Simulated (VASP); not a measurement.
# Al15GeO24 (a cell with a defect) in VASP: settings compared

Aim: see how the results for Al15GeO24 (a cell with a defect) move with the level of theory and the settings. Levels: HSE06, PBE. Tasks: single point.

All numbers are computed with VASP 6.6.1; they aren't measurements. Logs are shortened: lines on timing, memory, paths and dates and some standing lists are left out, and cuts for length are marked.

### 1 The cell of the first run

The cell holds a defect, 40 atoms: a = 5.181 Å, b = 10.361 Å, c = 10.361 Å, α = 55.29°, β = 55.29°, γ = 55.29°.

### 2 Single point, HSE06

Contents of POSCAR:

```
Al15GeO24
1.0
    2.4039417622      1.3879164235      4.3742070937
   -4.8078835245      2.7758328471      8.7484141875
    0.0000000000     -5.5516656942      8.7484141875
Al Ge O
15 1 24
Direct
    0.6501236098      0.3234754679      0.3184978263
    0.1474104427      0.0737848208      0.0740548555
    0.3557109074      0.1743412180      0.1751107439
    0.6490514739      0.3224147563      0.8267258226
    0.8551215382      0.4257486883      0.9255001844
    0.1517622405      0.0696237233      0.5756507284
    0.3488695252      0.1752386121      0.6802468108
    0.6428874961      0.8275350933      0.3247304708
    0.8534918562      0.9268662558      0.4251966310
    0.1542495367      0.5772156190      0.0663718664
    0.3571184385      0.6793796766      0.1717717628
    0.6482521724      0.8248458607      0.8228736396
    0.8501984000      0.9276035178      0.9263814714
    0.1355102528      0.5772351241      0.5760454702
    0.3482560858      0.6792823010      0.6756336123
    0.8498326920      0.4273332656      0.4251158831
    0.4427478497      0.0292829692      0.3747724855
    0.9440507597      0.1255097011      0.2773150993
    0.0536785259      0.3779202493      0.2202152889
    0.7500962118      0.2228137658      0.0277629453
    0.2494247966      0.2793013533      0.4690092305
    0.5534802016      0.4737986466      0.1238426456
    0.4440262856      0.0282235381      0.8754325624
    0.9446546186      0.1261550161      0.7762549252
    0.0567690298      0.3754726244      0.7205714528
    0.7513986045      0.2226701270      0.5255574013
    0.2501513320      0.2786268845      0.9725134596
    0.5564872575      0.4700674842      0.6246305967
    0.4410010864      0.5278565201      0.3756236857
    0.9405856752      0.6256520229      0.2783351083
    0.0556261985      0.8744164650      0.2221297515
    0.7524861792      0.7225340584      0.0268183013
    0.2496255621      0.7772539529      0.4722827223
    0.5556938454      0.9720681334      0.1254237582
    0.4465805235      0.5284437306      0.8718087059
    0.9454032753      0.6250682004      0.7769867867
    0.0544299989      0.8756910859      0.7221834747
    0.7461043046      0.7232917661      0.5275589151
    0.2496278521      0.7784233275      0.9720612378
    0.5558483989      0.9749797417      0.6234186344
```

Contents of INCAR.step1:

```
SYSTEM = Al15GeO24
  PREC = Accurate
  ENCUT = 520
  EDIFF = 1E-5
  ISMEAR = -1
  SIGMA = 0.01
  LREAL = Auto
  LASPH = .True.
  NELM = 100
  ALGO = Normal
  ISIF = 2
  LWAVE = .True.
  LCHARG = .False.
  GGA = PE
  NELECT = 202.0
  NBANDS = 128
```

Contents of INCAR.step2:

```
SYSTEM = Al15GeO24
  PREC = Accurate
  ENCUT = 520
  EDIFF = 1E-6
  ISMEAR = -1
  SIGMA = 0.01
  LREAL = Auto
  LASPH = .True.
  NELM = 100
  ALGO = Normal
  ISIF = 2
  LWAVE = .False.
  LCHARG = .False.
  GGA = PE
  LHFCALC = .True.
  HFSCREEN = 0.2079
  PRECFOCK = Fast
  ISTART = 1
  NELECT = 202.0
  NBANDS = 128
```

Contents of KPOINTS:

```
Automatic mesh
0
Gamma
  1 1 1
  0.25 0.25 0.25
```

Potentials or basis: VASP PAW PBE potentials, release 64 (Al, Ge_d, O).

The run is started by

```bash
$ cat potpaw_PBE.64/Al/POTCAR potpaw_PBE.64/Ge_d/POTCAR potpaw_PBE.64/O/POTCAR > POTCAR
$ cp INCAR.step1 INCAR
$ mpirun -np 1 vasp_std > vasp.out
$ cp INCAR.step2 INCAR
$ mpirun -np 1 vasp_std > vasp.out
```

OUTCAR:

```text
SYSTEM = Al15GeO24
   PREC = Accurate
   ENCUT = 520
   EDIFF = 1E-6
   ISMEAR = -1
   LREAL = Auto
   LASPH = .True.
   NELM = 100
   ISIF = 2
   GGA = PE
   LHFCALC = .True.
   HFSCREEN = 0.2079
   PRECFOCK = Fast
   ISTART = 1
   NELECT = 202.0

 ion  position               nearest neighbor table
   1  0.650  0.323  0.318-  18 1.85  22 1.85  21 1.88  19 2.00  26 2.02  29 2.02  16 2.72   3 2.82
                            11 2.84   7 2.89   5 3.21   9 3.23
   2  0.147  0.074  0.074-  23 1.87  20 1.87  31 1.88  18 1.99  34 1.99  27 2.00   3 2.68   9 2.81
                            13 2.81   5 2.82   7 3.22  11 3.22   3 3.24
   3  0.356  0.174  0.175-  17 1.87  20 1.87  19 1.91  34 1.97  27 1.98  18 1.99   2 2.68   8 2.78
                             4 2.79   1 2.82   2 3.24   6 3.27  10 3.29
   4  0.649  0.322  0.827-  27 1.87  24 1.87  28 1.90  20 1.96  35 1.98  25 1.99   5 2.67   3 2.79
                             7 2.80  15 2.86  13 3.23   5 3.25
   5  0.855  0.426  0.926-  27 1.87  36 1.87  22 1.88  20 1.99  25 2.00  35 2.01   4 2.67  14 2.80
                            10 2.80   2 2.82   1 3.21   4 3.25  12 3.26
   6  0.152  0.070  0.576-  37 1.85  17 1.87  26 1.91  40 1.97  24 1.99  21 2.02   7 2.70  13 2.81
                             9 2.81  16 2.87  15 3.20   3 3.27   7 3.27
   7  0.349  0.175  0.680-  23 1.85  25 1.86  26 1.90  24 1.97  40 1.99  21 2.05   6 2.70   4 2.80
                            12 2.80   1 2.89   2 3.22   6 3.27  14 3.28
   8  0.643  0.828  0.325-  34 1.87  33 1.87  30 1.90  17 1.97  38 1.98  31 1.99   9 2.67   3 2.78
                            15 2.81  11 2.86   9 3.23  13 3.26
   9  0.853  0.927  0.425-  18 1.87  33 1.87  40 1.88  31 1.99  17 2.00  38 2.00   8 2.67  14 2.80
                             6 2.81   2 2.81   1 3.23   8 3.23  12 3.25
  10  0.154  0.577  0.066-  35 1.85  32 1.86  19 1.90  39 1.96  22 1.98  30 2.04  11 2.70  13 2.80
                             5 2.80  16 2.87  15 3.20  11 3.25   3 3.29
  11  0.357  0.679  0.172-  32 1.85  31 1.86  29 1.90  39 1.97  22 2.00  30 2.03  10 2.70  12 2.79
                             1 2.84   8 2.86   2 3.22  10 3.25  14 3.29
  12  0.648  0.825  0.823-  39 1.88  40 1.88  36 1.88  37 1.98  23 1.99  32 1.99  13 2.69  11 2.79
                            15 2.80   7 2.80   9 3.25  13 3.26   5 3.26
  13  0.850  0.928  0.926-  34 1.87  24 1.88  39 1.88  23 1.98  32 1.99  37 2.00  12 2.69  10 2.80
                             6 2.81   2 2.81   4 3.23   8 3.26  12 3.26
  14  0.136  0.577  0.576-  38 1.85  25 1.87  29 1.90  36 1.96  33 1.98  28 2.02  15 2.69   5 2.80
                             9 2.80  16 2.86  15 3.22   7 3.28  11 3.29
  15  0.348  0.679  0.676-  37 1.86  38 1.87  35 1.87  33 1.98  36 1.99  28 2.03  14 2.69  12 2.80
                             8 2.81   4 2.86   6 3.20  10 3.20  14 3.22
  16  0.850  0.427  0.425-  28 1.86  30 1.87  21 1.87  29 1.99  19 1.99  26 1.99   1 2.72  14 2.86
                             6 2.87  10 2.87
  17  0.443  0.029  0.375-   6 1.87   3 1.87   8 1.97   9 2.00
  18  0.944  0.126  0.277-   1 1.85   9 1.87   2 1.99   3 1.99
  19  0.054  0.378  0.220-  10 1.90   3 1.91  16 1.99   1 2.00
  20  0.750  0.223  0.028-   3 1.87   2 1.87   4 1.96   5 1.99
  21  0.249  0.279  0.469-  16 1.87   1 1.88   6 2.02   7 2.05
  22  0.553  0.474  0.124-   1 1.85   5 1.88  10 1.98  11 2.00
[... 16 lines left out ...]
  39  0.250  0.778  0.972-  12 1.88  13 1.88  10 1.96  11 1.97
  40  0.556  0.975  0.623-   9 1.88  12 1.88   6 1.97   7 1.99

  LATTYP: Found a base centered monoclinic cell.
 ALAT       =    14.1357249094
 B/A-ratio  =     0.6802457681
 C/A-ratio  =     0.3664920514
 COS(beta)  =    -0.1016821369

  Lattice vectors:

 A1 = (   7.2118252867,  -1.3879164236,  -4.3742070938)
 A2 = (   2.4039417622,   6.9395821177,  -4.3742070938)
 A3 = (   2.4039417622,   1.3879164235,   4.3742070937)

Analysis of symmetry for initial positions (statically):
=====================================================================
 Subroutine PRICEL returns:
 Original cell was already a primitive cell.

 Routine SETGRP: Setting up the symmetry group for a
 base centered monoclinic supercell.

 Subroutine GETGRP returns: Found  1 space group operations
 (whereof  1 operations were pure point group operations)
 out of a pool of  4 trial point group operations.

The static configuration has the point symmetry C_1 .

Analysis of symmetry for dynamics (positions and initial velocities):
=====================================================================
 Subroutine PRICEL returns:
 Original cell was already a primitive cell.

 Routine SETGRP: Setting up the symmetry group for a
 base centered monoclinic supercell.

 Subroutine GETGRP returns: Found  1 space group operations
 (whereof  1 operations were pure point group operations)
 out of a pool of  4 trial point group operations.

[... 118 lines left out ...]
    -0.000000000 -0.120084080  0.038102144    -0.000000000 -0.000000000  1.000000000

  Length of vectors
     0.251967931  0.125983966  0.125983966

  Shift w.r.t. Gamma in fractional coordinates (k-lattice)
     0.250000000  0.250000000  0.250000000

 Subroutine IBZKPT returns following result:
 ===========================================

 Found      1 irreducible k-points:

 Following reciprocal coordinates:
            Coordinates               Weight
  0.250000  0.250000  0.250000      2.000000
   k-points           NKPTS =      1   k-points in BZ     NKDIM =      2   number of bands    NBANDS=    128
   number of dos      NEDOS =    301   number of ions     NIONS =     40
   total plane-waves  NPLWV = 256000
   dimension x,y,z NGX =    40 NGY =   80 NGZ =   80
   dimension x,y,z NGXF=    80 NGYF=  160 NGZF=  160
   ions per type =              15   1  24
   NGX,Y,Z   is equivalent  to a cutoff of  12.84, 12.84, 12.84 a.u.
   NGXF,Y,Z  is equivalent  to a cutoff of  25.67, 25.67, 25.67 a.u.
 SYSTEM =  Al15GeO24
   PREC   = accura    normal or accurate (medium, high low for compatibility)
   ISTART =      1    job   : 0-new  1-cont  2-samecut
   ICHARG =      0    charge: 1-file 2-atom 10-const
   ISPIN  =      1    spin polarized calculation?
   LNONCOLLINEAR =      F non collinear calculations
   LSORBIT =      F    spin-orbit coupling
   LASPH  =      T    aspherical Exc in radial PAW
   ENCUT  =  520.0 eV  38.22 Ry    6.18 a.u.   9.63 19.27 19.27*2*pi/ulx,y,z
   NELM   =    100;   NELMIN=  2; NELMDL=  0     # of ELM steps
   EDIFF  = 0.1E-05   stopping-criterion for ELM
   LREAL  =      T    real-space projection
   EDIFFG = 0.1E-04   stopping-criterion for IOM
   NSW    =      0    number of steps for IOM
   IBRION =     -1    ionic relax: 0-MD 1-quasi-New 2-CG
   NFREE  =      0    steps in history (QN), initial steepest desc. (CG)
   ISIF   =      2    stress and relaxation
   ISYM   =      3    0-nonsym 1-usesym 2-fastsym
   POTIM  = 0.5000    time-step for ionic-motion
   TEBEG  =    0.0;   TEEND  =   0.0 temperature during run
   PSTRESS=    0.0 pullay stress
   NELECT =     202.0000    total number of electrons
   NUPDOWN=      -1.0000    fix difference up-down
   EMIN   =  10.00;   EMAX   =-10.00  energy-range for DOS
   EFERMI =   0.00;   METHOD = LEGACY
   ISMEAR =    -1;   SIGMA  =   0.01  broadening in eV -4-tet -1-fermi 0-gaus
   EFERMI_NEDOS =   21; number of points for ismear=-14 and -15
   IALGO  =     38    algorithm
   IMIX   =      1    mixing-type and parameters
     AMIX     =   0.40;   BMIX     =  1.00
     AMIX_MAG =   1.60;   BMIX_MAG =  1.00
  volume/ion in A,a.u.               =       8.76        59.09
  Fermi-wavevector in a.u.,A,eV,Ry     =   1.362676  2.575085 25.264474  1.856886
  Thomas-Fermi vector in A             =   2.489145
   LORBIT       =      0    0 simple, 1 ext, 2 COOP (PROOUT), +10 PAW based schemes
   GGA     = PE    functional components
   LHFCALC =     T    Hartree Fock is set to
   PRECFOCK=fast      Normal, Fast or Accurate (Low or Medium for compatibility)
   ENCUT4O =  -1.0   cutoff for four orbital integrals eV
   NKREDX  =     1    reduce k-point grid by
   NKREDY  =     1    reduce k-point grid by
   NKREDZ  =     1    reduce k-point grid by
   AEXX    =    0.2500 exact exchange contribution
   HFSCREEN=    0.2079 screening length (either q_TF or 0.3 A-1)
   HFSCREENC=   0.2079 screening length for correlation (either q_TF or 0.3 A-1)
   ENCUTFOCK=  -1.0 apply spherical cutoff to Coloumb kernel
   IVDW    =     0    specifies the selected vdW correction
   LEPSILON=     F    determine dielectric tensor
   LRPA    =     F    only Hartree local field effects (RPA)
 non-spin polarized calculation
  energy-cutoff  :      520.00
  volume of cell :      350.27
 maximum number of plane-waves:      9444
 NGX is ok and might be reduce to    40
  NGX = 20; NGY = 40; NGZ = 40

 number of electron     202.0000019 magnetization

 Free energy of the ion-electron system (eV)
  ---------------------------------------------------
  ext. energy  EPLUGINS =         0.00000000
  ---------------------------------------------------
  free energy    TOTEN  =      -366.16850656 eV

  energy without entropy =     -366.16850656  energy(sigma->0) =     -366.16850656

 E-fermi :   4.6868     XC(G=0):  -9.5021

 val. band max:        4.4313825945   @ k =   0.2500   0.2500   0.2500
 cond. band min:      11.7166481910   @ k =   0.2500   0.2500   0.2500
 fundamental gap:      7.2852655965
 Fermi energy:         4.6868052775

 k-point     1 :       0.2500    0.2500    0.2500
  band No.  band energies     occupation
      1     -21.5788      2.00000
      2     -21.5757      2.00000
      3     -21.3798      2.00000
      4     -21.3446      2.00000
      5     -21.3437      2.00000
      6     -16.1552      2.00000
[... 105 lines left out ...]
    112      16.2530      0.00000
    113      16.3767      0.00000
 [bands above 113 left out]

------------------------ aborting loop because EDIFF is reached ----------------------------------------

  FORCE on cell =-STRESS in cart. coord.  units (eV):
  Direction    XX          YY          ZZ          XY          YZ          ZX
  --------------------------------------------------------------------------------------
  -------------------------------------------------------------------------------------
  Total      -27.8169957    -27.7918142    -28.0427906     -0.0856385      0.0628219      0.2678753
  in kB     -127.2397967   -127.1246121   -128.2726218     -0.3917256      0.2873583      1.2253084
  external PRESSURE =    -127.5456769 kB  Pullay stress =       0.0000000 kB

 VOLUME and BASIS-vectors are now :
 -----------------------------------------------------------------------------
  energy-cutoff  :      520.00
  volume of cell :      350.27
      direct lattice vectors                 reciprocal lattice vectors
     2.403941762  1.387916424  4.374207094     0.207991728  0.120084080  0.076204287
    -4.807883525  2.775832847  8.748414187    -0.103995864  0.060042040  0.038102144
     0.000000000 -5.551665694  8.748414187    -0.000000000 -0.120084080  0.038102144

 POSITION                                       TOTAL-FORCE (eV/Angst)
 -----------------------------------------------------------------------------------
      0.00763      0.03204      8.46002         0.015668      0.011395     -0.029702
     -0.00038     -0.00172      1.93817         0.008145      0.003192      0.022240
      0.01690      0.00548      4.61310         0.028867      0.019680     -0.055202
      0.01015     -2.79391     12.89224         0.001478     -0.038070      0.037458
      0.00871     -2.76942     15.56176         0.007938      0.008174     -0.020005
      0.03008     -2.79192      6.30897         0.043804     -0.032728      0.018032
[... 32 lines left out ...]
     -3.14248     -2.88932     16.40589         0.035705     -0.042689     -0.005815
     -3.35136      0.01684     16.41485        -0.040558     -0.010714     -0.009282
 -----------------------------------------------------------------------------------
    total drift:                               -0.012732      0.002553     -0.004525

  FREE ENERGIE OF THE ION-ELECTRON SYSTEM (eV)
  ---------------------------------------------------
  free  energy   TOTEN  =      -366.1685065598 eV

  energy  without entropy=     -366.1685065598  energy(sigma->0) =     -366.16850656
```

Run time: 25 min. Hardware: 1 thread of Oxide Virtual Turin-like, shared host; peak memory 0.72 GiB.

What came out:

| Quantity | Value |
| --- | --- |
| Free energy | -366.1685 eV |
| Largest force | 0.386 eV/Å |

Forces on the atoms (eV/Å):
```
Al   0.016  0.011 -0.030
Al   0.008  0.003  0.022
Al   0.029  0.020 -0.055
Al   0.001 -0.038  0.037
Al   0.008  0.008 -0.020
Al   0.044 -0.033  0.018
Al   0.021 -0.044 -0.034
Al  -0.012  0.012  0.035
Al   0.006  0.010 -0.020
Al  -0.007  0.045  0.016
Al  -0.025  0.031 -0.018
Al  -0.011  0.009  0.034
Al  -0.005 -0.006 -0.028
Al  -0.042 -0.018  0.022
Al  -0.022 -0.006 -0.005
Ge  -0.006 -0.013 -0.030
O    0.024  0.002 -0.006
O    0.007  0.035  0.012
O   -0.112 -0.195  0.185
O   -0.021  0.031 -0.003
O   -0.328  0.019 -0.146
O   -0.030 -0.025  0.009
O    0.029  0.007 -0.003
O    0.004  0.046  0.011
O   -0.007 -0.015 -0.007
O   -0.118  0.194  0.189
O    0.015 -0.025  0.002
O    0.172  0.303 -0.157
O    0.214  0.011  0.178
O    0.160 -0.304 -0.176
O   -0.021 -0.035  0.003
O   -0.007  0.018 -0.007
O    0.028 -0.036  0.005
O   -0.045  0.000  0.013
O    0.031 -0.007  0.001
O    0.026  0.039 -0.009
O   -0.004 -0.021 -0.006
O   -0.014  0.018 -0.018
O    0.036 -0.043 -0.006
O   -0.041 -0.011 -0.009
```

Levels at points of the mesh, in eV from the Fermi level:
| k point | band 97 | band 98 | band 99 | band 100 | band 101 | band 102 | band 103 | band 104 | band 105 | band 106 |
| --- | --- | --- | --- | --- | --- | --- | --- | --- | --- | --- |
| (0.25, 0.25, 0.25) | -0.61 | -0.55 | -0.49 | -0.27 | -0.26 | 7.03 | 8.92 | 10.55 | 10.68 | 10.81 |

Caveat: the k points lie up to 1.22 Å⁻¹ apart, too coarse for converged energies, forces and pressures; the cell carries a net charge on a neutralising background, which shifts energy and pressure; the cell is charged against a uniform background, so pressure and absolute levels hang on convention; the PAW data sets were made with another functional, which shifts forces and pressure a little.

(Part 1 of 2 ends here.)
